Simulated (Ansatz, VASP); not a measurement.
## ZrNbSe3: VASP beside Ansatz

INCAR

```
SYSTEM = ZrNbSe3
ALGO = Normal ; EDIFF = 1E-6
ENCUT = 520 ; GGA = PE
ISIF = 2 ; ISMEAR = 0
ISPIN = 2 ; LASPH = .True.
LCHARG = .False. ; LMAXMIX = 4
LORBIT = 11 ; LREAL = .False.
LWAVE = .False. ; MAGMOM = 0.65 0.14 0 0 -0.03
NBANDS = 34 ; NELM = 150
PREC = Accurate ; SIGMA = 0.1
```

File KPOINTS:

```
k-points
0
Gamma
  6 6 4
  0 0 0
```

Contents of POSCAR:

```
ZrNbSe3
1.0
    4.6563846500      0.0000000000      0.0000000000
   -2.3281923300      4.0325474000      0.0000000000
    0.0000000000      0.0000000000      6.8243297600
Zr Nb Se
1 1 3
Direct
    0.3333333300      0.6666666700      0.0000000000
    0.6666666700      0.3333333300      0.5000000000
    0.6666666700      0.3333333300      0.2139815100
    0.6666666700      0.3333333300      0.7860184900
    0.0000000000      0.0000000000      0.5000000000
```

Input for Ansatz:

```yaml
crystal:
  lattice:
    - [4.65638465, 0.0, 0.0]
    - [-2.32819233, 4.0325474, 0.0]
    - [0.0, 0.0, 6.82432976]
  atoms:
    - { symbol: Zr, position: [0.33333333, 0.66666667, 0.0] }
    - { symbol: Nb, position: [0.66666667, 0.33333333, 0.5] }
    - { symbol: Se, position: [0.66666667, 0.33333333, 0.21398151] }
    - { symbol: Se, position: [0.66666667, 0.33333333, 0.78601849] }
    - { symbol: Se, position: [0.0, 0.0, 0.5] }
basis:
  ecutwfc: 420
kpoints:
  mp_grid: { grid: [6, 6, 4] }
hamiltonian:
  xc: pbe
scf:
  occupations: { method: gaussian, width: 0.1 }
  lower_state_search: "off"
output:
  forces: true
  stress: true
  eigenvalues: true
  populations: true
magnetization:
  spin_polarized: true
```

Alike in both runs: task single point; functional PBE; k mesh 6 × 6 × 4; occupations gaussian, width 0.1 eV; collinear spin.

|  | VASP | Ansatz |
| --- | --- | --- |
| version | VASP 6.6.1 | Ansatz 0.2.0 |
| potentials or method | VASP PAW PBE potentials, release 64 (Zr_sv, Nb_sv, Se), cutoff 520 eV | scalar-relativistic, plane waves, PAW |
| valence electrons in the cell | 43 | 73 |

|  | VASP | Ansatz | Ansatz less VASP |
| --- | --- | --- | --- |
| gap on the k mesh at the Fermi level (eV) | none | none | - |
| pressure (GPa) | 23.3 | 23.2 | -0.09 |
| traceless stress, the component that is largest in VASP (GPa) | 66.95 | 66.76 | -0.190 |
| rms of the force components (eV/Å) | 6.689 | 6.665 | -0.0239 |
| net moment per atom (μB) | 0.23 | 0.23 | +0.002 |
| size of the moment on the site where the two differ most (μB) | 0.24 | 0.13 | -0.112 |

Site moments also hang on the region over which each program counts them. Atom by atom the forces differ by 0.024 eV/Å (rms over components). A gap of «none» marks a metal or a gap that the smearing closes. VASP's potentials hold 43 valence electrons a cell and Ansatz's 73, so a difference there can come from the potentials and not from the codes. Ansatz's warnings: no starting moments.
